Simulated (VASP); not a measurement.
# CaZn2Re2 in VASP: single point with PBEsol

Aim: the single point of CaZn2Re2 with PBEsol.

All numbers are computed with VASP 6.6.1; they aren't measurements. Logs are shortened: lines on timing, memory, paths and dates and some standing lists are left out, and cuts for length are marked.

### 1 The cell of the first run

The typed cell holds 5 atoms: a = 3.991 Å, b = 3.991 Å, c = 6.708 Å, α = 90.00°, β = 90.00°, γ = 120.00°.

### 2 Single point, PBEsol

Contents of INCAR:

```
ALGO = Normal
EDIFF = 1E-6
ENCUT = 520
GGA = PS
ISIF = 2
ISMEAR = -1
LASPH = True
LCHARG = True
LELF = True
LREAL = False
LVHAR = True
LWAVE = False
NBANDS = 32
NELM = 100
PREC = Accurate
SIGMA = 0.1
```

Contents of KPOINTS:

```
k-points
0
Gamma
  10 10 5
```

Contents of POSCAR:

```
CaZn2Re2
1.0
    3.9910650000      0.0000000000      0.0000000000
   -1.9955330000      3.4563650000      0.0000000000
    0.0000000000      0.0000000000      6.7077940000
Zn Ca Re
2 1 2
Direct
    0.3333000000      0.6667000000      0.6307000000
    0.6667000000      0.3333000000      0.3693000000
    0.0000000000      0.0000000000      0.0000000000
    0.3333000000      0.6667000000      0.2571000000
    0.6667000000      0.3333000000      0.7429000000
```

Potentials or basis: VASP PAW PBE potentials, release 64 (Zn, Ca_sv, Re).

On the command line:

```bash
$ cat potpaw_PBE.64/Zn/POTCAR potpaw_PBE.64/Ca_sv/POTCAR potpaw_PBE.64/Re/POTCAR > POTCAR
$ mpirun -np 1 vasp_std > vasp.out
```

OUTCAR:

```text
EDIFF = 1E-6
   ENCUT = 520
   GGA = PS
   ISIF = 2
   ISMEAR = -1
   LASPH = True
   LREAL = False
   NELM = 100
   PREC = Accurate

 ion  position               nearest neighbor table
   1  0.333  0.667  0.631-   5 2.42   5 2.42   5 2.42   4 2.51   2 2.90   2 2.90   2 2.90
   2  0.667  0.333  0.369-   4 2.42   4 2.42   4 2.42   5 2.51   1 2.90   1 2.90   1 2.90
   3  0.000  0.000  0.000-   4 2.88   5 2.88   5 2.88   4 2.88   5 2.88   4 2.88
   4  0.333  0.667  0.257-   2 2.42   2 2.42   2 2.42   1 2.51   3 2.88   3 2.88   3 2.88
   5  0.667  0.333  0.743-   1 2.42   1 2.42   1 2.42   2 2.51   3 2.88   3 2.88   3 2.88

  LATTYP: Found a hexagonal cell.
 ALAT       =     3.9910650000
 C/A-ratio  =     1.6807027698

  Lattice vectors:

 A1 = (   3.9910650000,   0.0000000000,   0.0000000000)
 A2 = (  -1.9955330000,   3.4563650000,   0.0000000000)
 A3 = (   0.0000000000,   0.0000000000,   6.7077940000)

Analysis of symmetry for initial positions (statically):
=====================================================================
 Subroutine PRICEL returns:
 Original cell was already a primitive cell.

 Routine SETGRP: Setting up the symmetry group for a
 hexagonal supercell.

 Subroutine GETGRP returns: Found  4 space group operations
 (whereof  4 operations were pure point group operations)
 out of a pool of 24 trial point group operations.

The static configuration has the point symmetry C_2h.

Analysis of symmetry for dynamics (positions and initial velocities):
=====================================================================
 Subroutine PRICEL returns:
 Original cell was already a primitive cell.

 Routine SETGRP: Setting up the symmetry group for a
 hexagonal supercell.

 Subroutine GETGRP returns: Found  4 space group operations
 (whereof  4 operations were pure point group operations)
 out of a pool of 24 trial point group operations.

The dynamic configuration has the point symmetry C_2h.

 Subroutine INISYM returns: Found  4 space group operations
 (whereof  4 operations are pure point group operations),
 and found     1 'primitive' translations

----------------------------------------------------------------------------------------

                                     Primitive cell

  volume of cell :      92.5312

  direct lattice vectors                    reciprocal lattice vectors
     3.991065000  0.000000000  0.000000000     0.250559688  0.144660684  0.000000000
    -1.995533000  3.456365000  0.000000000     0.000000000  0.289321296  0.000000000
     0.000000000  0.000000000  6.707794000     0.000000000  0.000000000  0.149080309

  length of vectors
     3.991065000  3.991066395  6.707794000     0.289321397  0.289321296  0.149080309

  position of ions in fractional coordinates (direct lattice)
     0.333300000  0.666700000  0.630700000
     0.666700000  0.333300000  0.369300000
     0.000000000  0.000000000  0.000000000
     0.333300000  0.666700000  0.257100000
     0.666700000  0.333300000  0.742900000

  ion indices of the primitive-cell ions
   primitive index   ion index
                 1           1
                 2           2
                 3           3
                 4           4
                 5           5

----------------------------------------------------------------------------------------

 KPOINTS: k-points

Automatic generation of k-mesh.
 Grid dimensions read from file:
 generate k-points for:   10   10    5

 Generating k-lattice:

  Cartesian coordinates                     Fractional coordinates (reciprocal lattice)
     0.025055969  0.014466068  0.000000000     0.100000000 -0.000000000  0.000000000
     0.000000000  0.028932130  0.000000000     0.000000000  0.100000000  0.000000000
     0.000000000  0.000000000  0.029816062     0.000000000  0.000000000  0.200000000

  Length of vectors
     0.028932140  0.028932130  0.029816062

  Shift w.r.t. Gamma in fractional coordinates (k-lattice)
     0.000000000  0.000000000  0.000000000

 Subroutine IBZKPT returns following result:
 ===========================================

 Found    141 irreducible k-points:

 Following reciprocal coordinates:
            Coordinates               Weight
  0.000000  0.000000  0.000000      1.000000
  0.100000  0.000000  0.000000      4.000000
 -0.100000  0.100000  0.000000      2.000000
  0.200000  0.000000  0.000000      4.000000
 -0.200000  0.200000  0.000000      2.000000
  0.300000  0.000000  0.000000      4.000000
[... 16 lines left out ...]
  0.200000  0.200000  0.000000      2.000000
 -0.200000  0.400000  0.000000      4.000000
 [... further k-points ...]
   k-points           NKPTS =    141   k-points in BZ     NKDIM =    141   number of bands    NBANDS=     32
   number of dos      NEDOS =    301   number of ions     NIONS =      5
   total plane-waves  NPLWV =  45000
   dimension x,y,z NGX =    30 NGY =   30 NGZ =   50
   dimension x,y,z NGXF=    60 NGYF=   60 NGZF=  100
   ions per type =               2   1   2
   NGX,Y,Z   is equivalent  to a cutoff of  12.50, 12.50, 12.39 a.u.
   NGXF,Y,Z  is equivalent  to a cutoff of  24.99, 24.99, 24.78 a.u.
 SYSTEM =  unknown system
   PREC   = accura    normal or accurate (medium, high low for compatibility)
   ISTART =      0    job   : 0-new  1-cont  2-samecut
   ICHARG =      2    charge: 1-file 2-atom 10-const
   ISPIN  =      1    spin polarized calculation?
   LNONCOLLINEAR =      F non collinear calculations
   LSORBIT =      F    spin-orbit coupling
   LASPH  =      T    aspherical Exc in radial PAW
   ENCUT  =  520.0 eV  38.22 Ry    6.18 a.u.   7.42  7.42 12.47*2*pi/ulx,y,z
   NELM   =    100;   NELMIN=  2; NELMDL= -5     # of ELM steps
   EDIFF  = 0.1E-05   stopping-criterion for ELM
   LREAL  =      F    real-space projection
   EDIFFG = 0.1E-04   stopping-criterion for IOM
   NSW    =      0    number of steps for IOM
   IBRION =     -1    ionic relax: 0-MD 1-quasi-New 2-CG
   NFREE  =      0    steps in history (QN), initial steepest desc. (CG)
   ISIF   =      2    stress and relaxation
   ISYM   =      2    0-nonsym 1-usesym 2-fastsym
   POTIM  = 0.5000    time-step for ionic-motion
   TEBEG  =    0.0;   TEEND  =   0.0 temperature during run
   PSTRESS=    0.0 pullay stress
   NELECT =      48.0000    total number of electrons
   NUPDOWN=      -1.0000    fix difference up-down
   EMIN   =  10.00;   EMAX   =-10.00  energy-range for DOS
   EFERMI =   0.00;   METHOD = LEGACY
   ISMEAR =    -1;   SIGMA  =   0.10  broadening in eV -4-tet -1-fermi 0-gaus
   EFERMI_NEDOS =   21; number of points for ismear=-14 and -15
   IALGO  =     38    algorithm
   IMIX   =      4    mixing-type and parameters
     AMIX     =   0.40;   BMIX     =  1.00
     AMIX_MAG =   1.60;   BMIX_MAG =  1.00
  volume/ion in A,a.u.               =      18.51       124.89
  Fermi-wavevector in a.u.,A,eV,Ry     =   1.315404  2.485753 23.541998  1.730288
  Thomas-Fermi vector in A             =   2.445589
   LORBIT       =      0    0 simple, 1 ext, 2 COOP (PROOUT), +10 PAW based schemes
   GGA     = PS    functional components
   LHFCALC =     F    Hartree Fock is set to
   AEXX    =    0.0000 exact exchange contribution
   IVDW    =     0    specifies the selected vdW correction
   LEPSILON=     F    determine dielectric tensor
   LRPA    =     F    only Hartree local field effects (RPA)
 non-spin polarized calculation
  energy-cutoff  :      520.00
  volume of cell :       92.53
 maximum number of plane-waves:      2539
 NGX is ok and might be reduce to    30
   NGX = 15   NGY = 15   NGZ = 25

 number of electron      47.9999999 magnetization

 Free energy of the ion-electron system (eV)
  ---------------------------------------------------
  ext. energy  EPLUGINS =         0.00000000
  ---------------------------------------------------
  free energy    TOTEN  =       -23.86384495 eV

  energy without entropy =      -23.59201312  energy(sigma->0) =      -23.72792904

 E-fermi :   3.3677     XC(G=0): -11.3609

 val. band max:        3.3672346305   @ k =   0.0000   0.4000   0.2000
 cond. band min:       3.3682548458   @ k =  -0.1000   0.2000   0.0000
 fundamental gap:      0.0010202153
 Fermi energy:         3.3676650980

 k-point     1 :       0.0000    0.0000    0.0000
  band No.  band energies     occupation
      1     -35.6262      2.00000
      2     -16.9088      2.00000
      3     -16.8063      2.00000
      4     -16.8063      2.00000
      5      -4.6418      2.00000
      6      -3.8785      2.00000
[... 24 lines left out ...]
     31       9.2860      0.00000
     32       9.2866      0.00000

 k-point     2 :       0.1000    0.0000    0.0000
  band No.  band energies     occupation
      1     -35.6253      2.00000
      2     -16.9065      2.00000
      3     -16.8182      2.00000
      4     -16.8090      2.00000
      5      -4.5055      2.00000
      6      -3.8845      2.00000
[... 24 lines left out ...]
     31       9.0590      0.00000
     32       9.2318      0.00000

 k-point     3 :      -0.1000    0.1000    0.0000
  band No.  band energies     occupation
      1     -35.6253      2.00000
      2     -16.9065      2.00000
      3     -16.8182      2.00000
      4     -16.8089      2.00000
      5      -4.5055      2.00000
      6      -3.8843      2.00000
[... 24 lines left out ...]
     31       9.0587      0.00000
     32       9.2321      0.00000

 k-point     4 :       0.2000    0.0000    0.0000
  band No.  band energies     occupation
      1     -35.6231      2.00000
      2     -16.9005      2.00000
      3     -16.8490      2.00000
      4     -16.8159      2.00000
      5      -4.1376      2.00000
      6      -3.8910      2.00000
[... 654 lines left out ...]
     31       6.9898      0.00000
     32       7.2797      0.00000

 k-point    23 :       0.2000    0.2000    0.0000
  band No.  band energies     occupation
      1     -35.6190      2.00000
      2     -16.8927      2.00000
      3     -16.8901      2.00000
      4     -16.8397      2.00000
      5      -3.8765      2.00000
      6      -3.8489      2.00000
[... 24 lines left out ...]
     31       7.5255      0.00000
     32       8.0421      0.00000

 k-point    24 :      -0.2000    0.4000    0.0000
  band No.  band energies     occupation
      1     -35.6190      2.00000
      2     -16.8927      2.00000
      3     -16.8901      2.00000
      4     -16.8397      2.00000
      5      -3.8763      2.00000
      6      -3.8491      2.00000
[... 24 lines left out ...]
     31       7.5257      0.00000
     32       8.0414      0.00000

 [... further k-points ...]

------------------------ aborting loop because EDIFF is reached ----------------------------------------

  FORCE on cell =-STRESS in cart. coord.  units (eV):
  Direction    XX          YY          ZZ          XY          YZ          ZX
  --------------------------------------------------------------------------------------
  -------------------------------------------------------------------------------------
  Total        4.4754213      4.4861914      4.0923299      0.0093236      0.0027569     -0.0047751
  in kB       77.4919139     77.6783983     70.8586866      0.1614376      0.0477359     -0.0826811
  external PRESSURE =      75.3429996 kB  Pullay stress =       0.0000000 kB

 VOLUME and BASIS-vectors are now :
 -----------------------------------------------------------------------------
  energy-cutoff  :      520.00
  volume of cell :       92.53
      direct lattice vectors                 reciprocal lattice vectors
     3.991065000  0.000000000  0.000000000     0.250559688  0.144660684  0.000000000
    -1.995533000  3.456365000  0.000000000     0.000000000  0.289321296  0.000000000
     0.000000000  0.000000000  6.707794000     0.000000000  0.000000000  0.149080309

 POSITION                                       TOTAL-FORCE (eV/Angst)
 -----------------------------------------------------------------------------------
     -0.00020      2.30436      4.23061         0.004271     -0.002466     -0.186696
      1.99573      1.15201      2.47719        -0.004271      0.002466      0.186696
      0.00000      0.00000      0.00000        -0.000000      0.000000      0.000000
     -0.00020      2.30436      1.72457         0.004406     -0.002544     -0.902908
      1.99573      1.15201      4.98322        -0.004406      0.002544      0.902908
 -----------------------------------------------------------------------------------
    total drift:                               -0.000000      0.000000      0.000000

  FREE ENERGIE OF THE ION-ELECTRON SYSTEM (eV)
  ---------------------------------------------------
  free  energy   TOTEN  =       -23.8638449543 eV

  energy  without entropy=      -23.5920131212  energy(sigma->0) =      -23.72792904
```

It took 11 min on 1 thread of AMD EPYC 7R43 (Zen 3), shared host; peak memory 0.49 GiB.

Results:

```yaml
Free_energy: -23.8638 eV
Pressure: 7.5 GPa
Largest_force: 0.903 eV/Å
Band_gap_on_the_k_mesh: zero (bands 24 and 25 overlap by 0.52 eV)
```

Forces on the atoms (eV/Å):
```
Zn   0.004 -0.002 -0.187
Zn  -0.004  0.002  0.187
Ca   0.000  0.000  0.000
Re   0.004 -0.003 -0.903
Re  -0.004  0.003  0.903
```

Caveat: the cell stands under pressure; the PAW data sets were made with another functional, which shifts forces and pressure a little; spin-orbit coupling is left out, which moves the levels of the heavy elements.
